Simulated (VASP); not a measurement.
Mo:

```
CELL_PARAMETERS angstrom
0.00000 1.98267 1.98267
1.98267 0.00000 1.98267
1.98267 1.98267 0.00000
ATOMIC_POSITIONS crystal
Mo 0.00000 0.00000 0.00000
```

This isn't the form of Mo at room conditions, which is bcc.

```yaml
Program: VASP 6.6.1
Task: relaxation of cell and atoms
Functional: RPBE
Potentials_or_basis: VASP PAW PBE potentials, release 64 (Mo_sv)
Cutoff: 600 eV
k_mesh: 14 × 14 × 14
Occupations: fermi-dirac, width 0.1 eV
Spin: no spin polarisation
```

At the start: pressure 10.9 GPa; volume 15.59 Å³/atom.

Question: Where does the relaxation end?

Answer: Over 4 steps the energy falls by 23.1 meV/atom and the volume is 16.29 Å³/atom (+4.5 %); space group Fm-3m (No. 225, to 0.1 Å) before and after.

The path:
```csv
step,energy change (eV),largest force (eV/Å),pressure (GPa),volume (Å³)
1,0.0000,0.0000,10.94,15.59
2,0.0973,0.0000,-19.28,18.11
3,-0.0230,0.0000,-0.37,16.32
4,-0.0231,0.0000,-0.03,16.29
```

Final structure:
```yaml
crystal:
  lattice:
    - [0.00000, 2.01209, 2.01209]
    - [2.01209, 0.00000, 2.01209]
    - [2.01209, 2.01209, 0.00000]
  atoms:
    - { symbol: Mo, position: [0.00000, 0.00000, 0.00000] }
```

Caveat: the PAW data sets were made with another functional, which shifts forces and pressure a little.
